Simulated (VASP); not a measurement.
A run of VASP 6.6.1 is set up as follows.

The input INCAR:

```
PREC = Accurate ; ENCUT = 520
EDIFF = 1E-6 ; ISMEAR = -1
SIGMA = 0.05 ; LREAL = Auto
LASPH = T ; NELM = 60
ALGO = Normal ; ISIF = 2
LWAVE = F ; LCHARG = F
GGA = PS ; NBANDS = 67
```

The input KPOINTS:

```
Automatic mesh
0
Gamma
  1 1 1
```

File POSCAR:

```
H23NO10
1.0
    6.7320510000      0.0000000000      0.0000000000
    0.0000000000      6.7320510000      0.0000000000
    0.0000000000      0.0000000000      6.7320510000
O H N
10 23 1
Direct
    0.8847823642      0.9788250267      0.5162913947
    0.8651003981      0.6559070928      0.1682548157
    0.2651792151      0.6695730618      1.0042704668
    1.0032158105      0.3164860159      0.7643732943
   -0.0392450978      0.2002807168      0.1228303232
    0.6332542638      0.3168870824      0.2624014583
    0.3692336852      0.0257128177      0.9935902149
    0.4416187578      0.1962700520      0.5990299242
    0.2234088839      0.9190364125      0.3933422370
    0.2536819760      0.5675833412      0.6427907335
    0.7621600015      0.9994725233      0.4500708625
    0.8464433796      0.8665264122      0.6342495029
    0.8125903978      0.5326608488      0.2115997042
    0.8633178804      0.7484940325      0.2822022590
    0.2607229208      0.8206859990      0.9931148769
    0.1424380178      0.6483016840      1.0891628718
    1.0944510076      0.4013487123      0.6864029996
    0.9490866899      0.2053608922      0.6836252429
    0.1001626399      0.1550344761      0.1287869031
   -0.0530150470      0.2682094951     -0.0040403734
    0.6022384560      0.2586433169      0.3924064152
    0.7593079732      0.2432691018      0.2254439249
    0.3365987572      0.0904776271      0.8707896004
    0.4703024383      0.1127888069      1.0662723738
    0.3359451674      0.1116301704      0.5434005179
    0.3929857335      0.3369404064      0.5761988434
    0.2587324428      0.9502898894      0.2505328614
    0.0713155619      0.9538994877      0.4193669953
    0.2890352435      0.6170036442      0.7789750850
    0.2429423069      0.6959394693      0.5567694006
    0.6242079865      0.8356591476      0.8076587655
    0.6449000461      0.6302685467      0.6849027139
    0.8052523666      0.6819318511      0.8636298210
    0.7248459645      0.7330009829      0.7529651810
```

Potentials or basis: VASP PAW PBE potentials, release 64 (O, H, N).

Command:

```bash
$ cat potpaw_PBE.64/O/POTCAR potpaw_PBE.64/H/POTCAR potpaw_PBE.64/N/POTCAR > POTCAR
$ mpirun -np 1 vasp_gam > vasp.out
```

Problem. Predict the largest force.

Solution. 2.927 eV/Å.

Problem. Predict the pressure.

Solution. 0.9 GPa.

Problem. Predict the band gap on the k mesh.

Solution. 4.40 eV.

Stress tensor (GPa, compression positive):
```
 0.39  0.86  0.25
 0.86  0.24 -0.84
 0.25 -0.84  2.15
```

Caveat: the k points lie up to 0.93 Å⁻¹ apart; the PAW data sets were made with another functional, which shifts forces and pressure a little.
